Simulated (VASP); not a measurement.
# BePd (Pm-3m) in VASP: further runs

The runs below take BePd through single point, with LDA.

Everything below comes from runs of VASP 6.6.1. Logs are shortened: lines on timing, memory, paths and dates and some standing lists are left out, and cuts for length are marked.

## 1. The cell of the first run

The structure is cubic, space group Pm-3m (No. 221). Conventional cell: a = 2.822 Å, b = 2.822 Å, c = 2.822 Å, α = 90.00°, β = 90.00°, γ = 90.00°. Be (site symmetry m-3m) has 8 Pd at 2.44 Å and 6 Be at 2.82 Å within 3.2 Å. Within 3.2 Å of Pd (site symmetry m-3m) lie 8 Be at 2.44 Å and 6 Pd at 2.82 Å.

## 2. Single point, LDA (volume scaled by 1.01)

File INCAR:

```
SYSTEM = BePd
  ALGO = Normal
  EDIFF = 1E-7
  ENCUT = 520
  ISIF = 2
  ISMEAR = -1
  LASPH = .True.
  LCHARG = .True.
  LELF = .True.
  LREAL = .False.
  LVHAR = .True.
  LWAVE = .False.
  NBANDS = 13
  NELM = 80
  PREC = Accurate
  SIGMA = 0.08
```

File KPOINTS:

```
k-points
0
Gamma
  12 12 12
  0 0 0
```

File POSCAR:

```
BePd
1.0
    2.8223455836      0.0000000000      0.0000000000
    0.0000000000      2.8223455836      0.0000000000
    0.0000000000      0.0000000000      2.8223455836
Be Pd
1 1
Direct
    0.0000000000      0.0000000000      0.0000000000
    0.5000000000      0.5000000000      0.5000000000
```

Potentials or basis: VASP PAW LDA potentials, release 64 (Be, Pd).

Started as:

```console
$ cat potpaw_LDA.64/Be/POTCAR potpaw_LDA.64/Pd/POTCAR > POTCAR
$ mpirun -np 1 vasp_std > vasp.out
```

OUTCAR:

```text
SYSTEM = BePd
   EDIFF = 1E-7
   ENCUT = 520
   ISIF = 2
   ISMEAR = -1
   LASPH = .True.
   LREAL = .False.
   NELM = 80
   PREC = Accurate

 ion  position               nearest neighbor table
   1  0.000  0.000  0.000-   2 2.44   2 2.44   2 2.44   2 2.44   2 2.44   2 2.44   2 2.44   2 2.44

   2  0.500  0.500  0.500-   1 2.44   1 2.44   1 2.44   1 2.44   1 2.44   1 2.44   1 2.44   1 2.44

  LATTYP: Found a simple cubic cell.
 ALAT       =     2.8223455836

  Lattice vectors:

 A1 = (   2.8223455836,   0.0000000000,   0.0000000000)
 A2 = (   0.0000000000,   2.8223455836,   0.0000000000)
 A3 = (   0.0000000000,   0.0000000000,   2.8223455836)

Analysis of symmetry for initial positions (statically):
=====================================================================
 Subroutine PRICEL returns:
 Original cell was already a primitive cell.

 Routine SETGRP: Setting up the symmetry group for a
 simple cubic supercell.

 Subroutine GETGRP returns: Found 48 space group operations
 (whereof 48 operations were pure point group operations)
 out of a pool of 48 trial point group operations.

The static configuration has the point symmetry O_h .

Analysis of symmetry for dynamics (positions and initial velocities):
=====================================================================
 Subroutine PRICEL returns:
 Original cell was already a primitive cell.

 Routine SETGRP: Setting up the symmetry group for a
 simple cubic supercell.

 Subroutine GETGRP returns: Found 48 space group operations
 (whereof 48 operations were pure point group operations)
 out of a pool of 48 trial point group operations.

The dynamic configuration has the point symmetry O_h .

 Subroutine INISYM returns: Found 48 space group operations
 (whereof 48 operations are pure point group operations),
 and found     1 'primitive' translations

----------------------------------------------------------------------------------------

                                     Primitive cell

  volume of cell :      22.4818

  direct lattice vectors                    reciprocal lattice vectors
     2.822345584  0.000000000  0.000000000     0.354315221  0.000000000  0.000000000
     0.000000000  2.822345584  0.000000000     0.000000000  0.354315221  0.000000000
     0.000000000  0.000000000  2.822345584     0.000000000  0.000000000  0.354315221

  length of vectors
     2.822345584  2.822345584  2.822345584     0.354315221  0.354315221  0.354315221

  position of ions in fractional coordinates (direct lattice)
     0.000000000  0.000000000  0.000000000
     0.500000000  0.500000000  0.500000000

  ion indices of the primitive-cell ions
   primitive index   ion index
                 1           1
                 2           2

[... 85 lines left out ...]
   EFERMI =   0.00;   METHOD = LEGACY
   ISMEAR =    -1;   SIGMA  =   0.08  broadening in eV -4-tet -1-fermi 0-gaus
   EFERMI_NEDOS =   21; number of points for ismear=-14 and -15
   IALGO  =     38    algorithm
   IMIX   =      4    mixing-type and parameters
     AMIX     =   0.40;   BMIX     =  1.00
     AMIX_MAG =   1.60;   BMIX_MAG =  1.00
  volume/ion in A,a.u.               =      11.24        75.86
  Fermi-wavevector in a.u.,A,eV,Ry     =   1.327981  2.509519 23.994315  1.763532
  Thomas-Fermi vector in A             =   2.457252
   LORBIT       =      0    0 simple, 1 ext, 2 COOP (PROOUT), +10 PAW based schemes
   GGA     = CA    functional components
   LHFCALC =     F    Hartree Fock is set to
   AEXX    =    0.0000 exact exchange contribution
   IVDW    =     0    specifies the selected vdW correction
   LEPSILON=     F    determine dielectric tensor
   LRPA    =     F    only Hartree local field effects (RPA)
 non-spin polarized calculation
  energy-cutoff  :      520.00
  volume of cell :       22.48
 maximum number of plane-waves:       624
 NGX is ok and might be reduce to    24
   NGX = 11   NGY = 11   NGZ = 11

 number of electron      12.0000001 magnetization

 Free energy of the ion-electron system (eV)
  ---------------------------------------------------
  ext. energy  EPLUGINS =         0.00000000
  ---------------------------------------------------
  free energy    TOTEN  =       -11.92751247 eV

  energy without entropy =      -11.90965656  energy(sigma->0) =      -11.91858452

 E-fermi :   9.5510     XC(G=0): -12.5309

 val. band max:        9.5199312740   @ k =   0.5000   0.0000   0.0000
 cond. band min:       9.5528391620   @ k =   0.4167   0.4167   0.0833
 fundamental gap:      0.0329078880
 Fermi energy:         9.5510205318

 k-point     1 :       0.0000    0.0000    0.0000
  band No.  band energies     occupation
      1      -0.0072      2.00000
      2       4.0158      2.00000
      3       4.0158      2.00000
      4       7.2455      2.00000
      5       7.2455      2.00000
      6       7.2455      2.00000
      7      14.8279      0.00000
      8      14.8279      0.00000
      9      14.8279      0.00000
     10      23.8740      0.00000
     11      23.8740      0.00000
     12      26.1213      0.00000
     13      32.9667      0.00000
[... 354 lines left out ...]
  band No.  band energies     occupation
      1       3.1284      2.00000
      2       4.2189      2.00000
      3       6.0252      2.00000
      4       6.1647      2.00000
      5       6.4811      2.00000
      6       6.8874      2.00000
      7       9.7392      0.17375
      8      15.4781      0.00000
      9      17.3670      0.00000
     10      18.5206      0.00000
     11      24.9324      0.00000
     12      26.3467      0.00000
     13      28.4174      0.00000

 [... further k-points ...]

------------------------ aborting loop because EDIFF is reached ----------------------------------------

  FORCE on cell =-STRESS in cart. coord.  units (eV):
  Direction    XX          YY          ZZ          XY          YZ          ZX
  --------------------------------------------------------------------------------------
  -------------------------------------------------------------------------------------
  Total       -1.2658957     -1.2658957     -1.2658957     -0.0000000      0.0000000     -0.0000000
  in kB      -90.2148276    -90.2148276    -90.2148276     -0.0000000      0.0000000     -0.0000000
  external PRESSURE =     -90.2148276 kB  Pullay stress =       0.0000000 kB

 VOLUME and BASIS-vectors are now :
 -----------------------------------------------------------------------------
  energy-cutoff  :      520.00
  volume of cell :       22.48
      direct lattice vectors                 reciprocal lattice vectors
     2.822345584  0.000000000  0.000000000     0.354315221  0.000000000  0.000000000
     0.000000000  2.822345584  0.000000000     0.000000000  0.354315221  0.000000000
     0.000000000  0.000000000  2.822345584     0.000000000  0.000000000  0.354315221

 POSITION                                       TOTAL-FORCE (eV/Angst)
 -----------------------------------------------------------------------------------
      0.00000      0.00000      0.00000         0.000000      0.000000      0.000000
      1.41117      1.41117      1.41117         0.000000      0.000000      0.000000
 -----------------------------------------------------------------------------------
    total drift:                                0.000000     -0.000000     -0.000000

  FREE ENERGIE OF THE ION-ELECTRON SYSTEM (eV)
  ---------------------------------------------------
  free  energy   TOTEN  =       -11.9275124702 eV

  energy  without entropy=      -11.9096565610  energy(sigma->0) =      -11.91858452
```

It took 8.6 s on 1 thread of Intel Xeon 6975P-C, shared host; peak memory 0.15 GiB.

Results:

```
Free energy            : -11.9275 eV
Pressure               : -9.0 GPa
Band gap on the k mesh : zero (band 6 reaches 14.30 eV, above the bottom of band 7 at 8.27 eV)
```

Levels at points of the mesh, in eV from the Fermi level:
| k point | band 2 | band 3 | band 4 | band 5 | band 6 | band 7 | band 8 | band 9 | band 10 | band 11 |
| --- | --- | --- | --- | --- | --- | --- | --- | --- | --- | --- |
| (0.00, 0.00, 0.00) | -5.54 | -5.54 | -2.31 | -2.31 | -2.31 | 5.28 | 5.28 | 5.28 | 14.32 | 14.32 |
| (0.50, 0.00, 0.00) | -5.06 | -4.59 | -3.84 | -3.84 | -2.17 | -0.03 | 10.02 | 10.02 | 11.48 | 14.56 |
| (0.50, 0.50, 0.00) | -4.83 | -3.31 | -3.31 | -1.82 | -1.82 | -1.28 | 5.37 | 6.03 | 8.62 | 15.62 |
| (0.50, 0.50, 0.50) | -6.32 | -6.32 | -1.21 | -1.21 | 4.75 | 5.55 | 5.55 | 5.55 | 6.67 | 6.67 |

## 3. Single point, LDA (volume scaled by 0.99)

File INCAR:

```
SYSTEM = BePd
ALGO = Normal ; EDIFF = 1E-6
ENCUT = 520 ; ISIF = 2
ISMEAR = -1 ; LASPH = .TRUE.
LCHARG = .TRUE. ; LELF = .TRUE.
LREAL = .FALSE. ; LVHAR = .TRUE.
LWAVE = .FALSE. ; NBANDS = 13
NELM = 100 ; PREC = Accurate
SIGMA = 0.08
```

File KPOINTS:

```
k-points
0
G
  12 12 12
  0 0 0
```

File POSCAR:

```
BePd
1.0
    2.8035919030      0.0000000000      0.0000000000
    0.0000000000      2.8035919030      0.0000000000
    0.0000000000      0.0000000000      2.8035919030
Be Pd
1 1
Direct
    0.0000000000      0.0000000000      0.0000000000
    0.5000000000      0.5000000000      0.5000000000
```

Potentials or basis: VASP PAW LDA potentials, release 64 (Be, Pd).

Started as:

```console
$ cat potpaw_LDA.64/Be/POTCAR potpaw_LDA.64/Pd/POTCAR > POTCAR
$ mpirun -np 1 vasp_std > vasp.out
```

OUTCAR:

```text
SYSTEM = BePd
   EDIFF = 1E-6
   ENCUT = 520
   ISIF = 2
   ISMEAR = -1
   LASPH = .TRUE.
   LREAL = .FALSE.
   NELM = 100
   PREC = Accurate

 ion  position               nearest neighbor table
   1  0.000  0.000  0.000-   2 2.43   2 2.43   2 2.43   2 2.43   2 2.43   2 2.43   2 2.43   2 2.43

   2  0.500  0.500  0.500-   1 2.43   1 2.43   1 2.43   1 2.43   1 2.43   1 2.43   1 2.43   1 2.43

  LATTYP: Found a simple cubic cell.
 ALAT       =     2.8035919030

  Lattice vectors:

[... 572 lines left out ...]

  FORCE on cell =-STRESS in cart. coord.  units (eV):
  Direction    XX          YY          ZZ          XY          YZ          ZX
  --------------------------------------------------------------------------------------
  -------------------------------------------------------------------------------------
  Total       -0.7739392     -0.7739392     -0.7739392      0.0000000      0.0000000     -0.0000000
  in kB      -56.2694992    -56.2694992    -56.2694992      0.0000000      0.0000000     -0.0000000
  external PRESSURE =     -56.2694992 kB  Pullay stress =       0.0000000 kB

 VOLUME and BASIS-vectors are now :
 -----------------------------------------------------------------------------
  energy-cutoff  :      520.00
  volume of cell :       22.04
      direct lattice vectors                 reciprocal lattice vectors
     2.803591903  0.000000000  0.000000000     0.356685293  0.000000000  0.000000000
     0.000000000  2.803591903  0.000000000     0.000000000  0.356685293  0.000000000
     0.000000000  0.000000000  2.803591903     0.000000000  0.000000000  0.356685293

 POSITION                                       TOTAL-FORCE (eV/Angst)
 -----------------------------------------------------------------------------------
      0.00000      0.00000      0.00000         0.000000      0.000000      0.000000
      1.40180      1.40180      1.40180         0.000000      0.000000      0.000000
 -----------------------------------------------------------------------------------
    total drift:                                0.000000     -0.000000     -0.000000

  FREE ENERGIE OF THE ION-ELECTRON SYSTEM (eV)
  ---------------------------------------------------
  free  energy   TOTEN  =       -11.9477762673 eV

  energy  without entropy=      -11.9300916329  energy(sigma->0) =      -11.93893395
```

stdout:

```text
POSCAR found type information on POSCAR BePd
 POSCAR found :  2 types and       2 ions
 scaLAPACK will be used
 LDA part: xc-table for (Slater(with rela. corr.)+CA(PZ))
 , standard interpolation
 POSCAR, INCAR and KPOINTS ok, starting setup
 FFT: planning ... GRIDC
 FFT: planning ... GRID_SOFT
 FFT: planning ... GRID
 WAVECAR not read
 entering main loop
```

Run time: 8.6 s. Hardware: 1 thread of Intel Xeon 6975P-C, shared host; peak memory 0.15 GiB.

Results:

```yaml
Free_energy: -11.9478 eV
Pressure: -5.6 GPa
Band_gap_on_the_k_mesh: zero (band 6 reaches 14.68 eV, above the bottom of band 7 at 8.56 eV)
```

Levels at points of the mesh, in eV from the Fermi level:
```
           k point  band 3  band 4  band 5  band 6  band 7  band 8  band 9  band 10
(0.00, 0.00, 0.00)   -5.69   -2.35   -2.35   -2.35    5.30    5.30    5.30    14.47
(0.50, 0.00, 0.00)   -4.66   -3.93   -3.93   -2.21   -0.02   10.16   10.16    11.49
(0.50, 0.50, 0.00)   -3.39   -3.39   -1.89   -1.89   -1.29    5.50    6.19     8.68
(0.50, 0.50, 0.50)   -6.48   -1.22   -1.22    4.83    5.60    5.60    5.60     6.78
```

## 4. Single point, LDA (volume scaled by 1.04)

File INCAR:

```
PREC = Accurate ; ENCUT = 520
EDIFF = 1E-7 ; ISMEAR = -1
SIGMA = 0.08 ; LREAL = F
LASPH = T ; NELM = 60
ALGO = Normal ; ISIF = 2
LWAVE = F ; LCHARG = F
GGA = CA ; NBANDS = 13
```

File KPOINTS:

```
Automatic mesh
0
Gamma
  12 12 12
```

File POSCAR:

```
BePd
1.0
    2.8500174030      0.0000000000      0.0000000000
    0.0000000000      2.8500174030      0.0000000000
    0.0000000000      0.0000000000      2.8500174030
Be Pd
1 1
Direct
    0.0000000000      0.0000000000      0.0000000000
    0.5000000000      0.5000000000      0.5000000000
```

Started as:

```console
$ cat potpaw_LDA.64/Be/POTCAR potpaw_LDA.64/Pd/POTCAR > POTCAR
$ mpirun -np 1 vasp_std > vasp.out
```

Run time: 8.4 s. Hardware: 1 thread of Intel Xeon 6975P-C, shared host; peak memory 0.15 GiB.

It converged, with:

- Free energy: -11.8807 eV
- Pressure: -13.4 GPa
- Band gap on the k mesh: zero (band 6 reaches 13.75 eV, above the bottom of band 7 at 7.86 eV)

Levels at points of the mesh, in eV from the Fermi level:
| k point | band 3 | band 4 | band 5 | band 6 | band 7 | band 8 | band 9 | band 10 |
| --- | --- | --- | --- | --- | --- | --- | --- | --- |
| (0.00, 0.00, 0.00) | -5.32 | -2.24 | -2.24 | -2.24 | 5.24 | 5.24 | 5.24 | 14.10 |
| (0.50, 0.00, 0.00) | -4.49 | -3.70 | -3.70 | -2.11 | -0.05 | 9.83 | 9.83 | 11.46 |
| (0.50, 0.50, 0.00) | -3.20 | -3.20 | -1.72 | -1.72 | -1.26 | 5.19 | 5.81 | 8.52 |
| (0.50, 0.50, 0.50) | -6.08 | -1.19 | -1.19 | 4.62 | 5.48 | 5.48 | 5.48 | 6.51 |

## 5. Single point, LDA (volume scaled by 1.02)

File INCAR:

```
ALGO = Normal ; EDIFF = 1E-7
ENCUT = 520 ; GGA = CA
ISIF = 2 ; ISMEAR = -1
LASPH = T ; LCHARG = F
LREAL = F ; LWAVE = F
NBANDS = 13 ; NELM = 100
PREC = Accurate ; SIGMA = 0.08
```

File KPOINTS:

```
k-points
0
Gamma
  12 12 12
```

File POSCAR:

```
BePd
1.0
    2.8316296820      0.0000000000      0.0000000000
    0.0000000000      2.8316296820      0.0000000000
    0.0000000000      0.0000000000      2.8316296820
Be Pd
1 1
Direct
    0.0000000000      0.0000000000      0.0000000000
    0.5000000000      0.5000000000      0.5000000000
```

Started as:

```console
$ cat potpaw_LDA.64/Be/POTCAR potpaw_LDA.64/Pd/POTCAR > POTCAR
$ mpirun -np 1 vasp_std > vasp.out
```

It took 13 s on 1 thread of Intel Xeon 6975P-C, shared host; peak memory 0.15 GiB.

The run converged. Its results:

```yaml
Free_energy: -11.9140 eV
Pressure: -10.6 GPa
Band_gap_on_the_k_mesh: zero (band 6 reaches 14.11 eV, above the bottom of band 7 at 8.13 eV)
```

Levels at points of the mesh, in eV from the Fermi level:
```
           k point  band 2  band 3  band 4  band 5  band 6  band 7  band 8  band 9  band 10  band 11
(0.00, 0.00, 0.00)   -5.46   -5.46   -2.28   -2.28   -2.28    5.26    5.26    5.26    14.25    14.25
(0.50, 0.00, 0.00)   -5.00   -4.56   -3.79   -3.79   -2.15   -0.04    9.96    9.96    11.48    14.49
(0.50, 0.50, 0.00)   -4.77   -3.27   -3.27   -1.79   -1.79   -1.27    5.31    5.96     8.58    15.55
(0.50, 0.50, 0.50)   -6.24   -6.24   -1.20   -1.20    4.70    5.53    5.53    5.53     6.62     6.62
```

## 6. Overview

```tsv
cell	gap on the mesh (eV)	pressure (GPa)
a = 2.822 Å, 2 atoms	none	-9.0
a = 2.804 Å, 2 atoms	none	-5.6
a = 2.850 Å, 2 atoms	none	-13.4
a = 2.832 Å, 2 atoms	none	-10.6
```

Alike in all rows: task single point; level LDA; potentials or basis VASP PAW LDA potentials, release 64 (Be, Pd); no spin polarisation; k mesh 12 × 12 × 12; cutoff (eV) 520; smearing fermi-dirac 0.08 eV.

Absolute energies hang on the potentials; compare differences alone.
